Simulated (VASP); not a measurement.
BN:

```xyz
4
Lattice="2.4982 0.0000 0.0000 -1.2491 2.1635 0.0000 0.0000 0.0000 6.6357" Properties=species:S:1:pos:R:3 pbc="T T T"
N     1.2491    0.7212    1.6589
N     0.0000    1.4424    4.9768
B     1.2491    0.7212    4.9768
B     0.0000    1.4424    1.6589
```

```yaml
Program: VASP 6.6.1
Task: relaxation of cell and atoms
Functional: BLYP
Dispersion: D3(BJ)
Potentials_or_basis: VASP PAW PBE potentials, release 64 (N, B)
Cutoff: 600 eV
k_mesh: 12 × 12 × 4
Occupations: fermi-dirac, width 0.05 eV
Spin: no spin polarisation
```

At the start: pressure 1.5 GPa; volume 8.97 Å³/atom.

**Question.** How do energy, volume and symmetry change on relaxing?

**Answer.** Over 7 steps the energy falls by 2.6 meV/atom and the volume is 8.65 Å³/atom (-3.5 %); space group P6_3/mmc (No. 194, to 0.05 Å).

The path:
| step | energy change (eV) | largest force (eV/Å) | pressure (GPa) | volume (Å³) |
| --- | --- | --- | --- | --- |
| 1 | 0.0000 | 0.0000 | 1.49 | 35.87 |
| 2 | 0.0036 | 0.0000 | -4.36 | 36.30 |
| 3 | -0.0027 | 0.0000 | -0.86 | 36.04 |
| 4 | -0.0042 | 0.0000 | -0.78 | 35.87 |
| 5 | -0.0080 | 0.0000 | -0.54 | 35.37 |
| 6 | -0.0103 | 0.0000 | 0.07 | 34.37 |
| 7 | -0.0105 | 0.0000 | -0.09 | 34.60 |

Final structure:
```yaml
crystal:
  lattice:
    - [2.50504, 0.00000, 0.00000]
    - [-1.25252, 2.16943, 0.00000]
    - [0.00000, 0.00000, 6.36719]
  atoms:
    - { symbol: N, position: [0.66667, 0.33333, 0.25000] }
    - { symbol: N, position: [0.33333, 0.66667, 0.75000] }
    - { symbol: B, position: [0.66667, 0.33333, 0.75000] }
    - { symbol: B, position: [0.33333, 0.66667, 0.25000] }
```

Caveat: the PAW data sets were made with another functional, which shifts forces and pressure a little.
